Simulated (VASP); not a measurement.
Write the native input for VASP 6.6.1 that does the following.

| Property | Result |
| --- | --- |
| Task | electric field gradients |
| Functional | LDA |
| Potentials or basis | VASP PAW LDA potentials, release 64 (Hg, Pd) |
| Cutoff | 520 eV |
| k mesh | 14 × 14 × 12 |
| Occupations | fermi-dirac, width 0.15 eV |
| Spin | no spin polarisation |
| Dipole correction | no |
| Further INCAR settings | ALGO = Fast; EDIFF = 1e-08; NBANDS = 18 |

The structure of HgPd lies in POSCAR:

```
HgPd
1.0
    2.9915768299      0.0000000000      0.0000000000
    0.0000000000      2.9915768299      0.0000000000
    0.0000000000      0.0000000000      3.6754770041
Hg Pd
1 1
Direct
    0.0000000000      0.0000000000      0.0000000000
    0.5000000000      0.5000000000      0.5000000000
```

The input as run:

INCAR

```
  PREC = Accurate
  ENCUT = 520
  EDIFF = 1E-8
  ISMEAR = -1
  SIGMA = 0.15
  LREAL = F
  LASPH = T
  NELM = 60
  ALGO = Fast
  ISIF = 2
  LWAVE = F
  LCHARG = F
  GGA = CA
  LEFG = T
  NBANDS = 18
```

KPOINTS

```
Automatic mesh
0
Gamma
  14 14 12
```

Potentials or basis: VASP PAW LDA potentials, release 64 (Hg, Pd).

Launch:

```console
$ cat potpaw_LDA.64/Hg/POTCAR potpaw_LDA.64/Pd/POTCAR > POTCAR
$ mpirun -np 1 vasp_std > vasp.out
```

Results of the run:

* Pressure: 1.8 GPa
* Band gap on the k mesh: zero (bands 11 and 12 overlap by 4.01 eV)
* Largest electric field gradient by atom: Hg -78.8; Pd +19.9 V/Å²

Caveat: without QUAD_EFG the Cq values of the log hold for a quadrupole moment of 1 mb, not for the nuclei; spin-orbit coupling is left out, which moves the levels of the heavy elements.

It took 62 s on 1 thread of Oxide Virtual Turin-like Processor, with other jobs on the host, peak memory 0.23 GiB.
